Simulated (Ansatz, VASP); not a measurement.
# One calculation of Ir2Ru3, two programs

```xyz
10
Lattice="2.7356 0.0000 0.0000 -1.3678 2.3691 0.0000 0.0000 0.0000 21.6918" Properties=species:S:1:pos:R:3 pbc="T T T"
Ru    0.0000    1.5794    1.0475
Ru    0.0000    1.5794    5.4230
Ru    0.0000    1.5794    9.7984
Ru    1.3678    0.7897   11.8935
Ru    1.3678    0.7897   16.2689
Ru    1.3678    0.7897   20.6443
Ir    0.0000    1.5794   14.0904
Ir    0.0000    1.5794   18.4474
Ir    1.3678    0.7897    3.2445
Ir    1.3678    0.7897    7.6014
```

Alike in both runs: task single point; functional PBE; k mesh 6 × 6 × 1; occupations gaussian, width 0.1 eV; collinear spin.

|  | VASP | Ansatz |
| --- | --- | --- |
| version | VASP 6.6.1 | Ansatz 0.2.0 |
| potentials or method | VASP PAW PBE potentials, release 64 (Ru_pv, Ir), cutoff 520 eV | scalar-relativistic, plane waves, PAW |
| valence electrons in the cell | 120 | 164 |

VASP gave:

```
gap on the k mesh at the Fermi level (eV)                     : none
pressure (GPa)                                                : 1.2
traceless stress, the component that is largest in VASP (GPa) : -6.29
rms of the force components (eV/Å)                            : 0.081
net moment per atom (μB)                                      : 0.00
```

Question: What did Ansatz give for the same quantities?

Answer: gap on the k mesh at the Fermi level (eV): none; pressure (GPa): 1.1; traceless stress, the component that is largest in VASP (GPa): -6.35; rms of the force components (eV/Å): 0.078; net moment per atom (μB): 0.00.

Atom by atom the forces differ by 0.005 eV/Å (rms over components). A gap of «none» marks a metal or a gap that the smearing closes. With one functional, cell and mesh, what is left measures potentials, basis and numerics. VASP's potentials hold 120 valence electrons a cell and Ansatz's 164, so a difference there can come from the potentials and not from the codes. Ansatz's warnings: seeded moment not kept.

The k mesh is coarse, so the values compare programs but aren't converged. Spin-orbit coupling is off throughout.
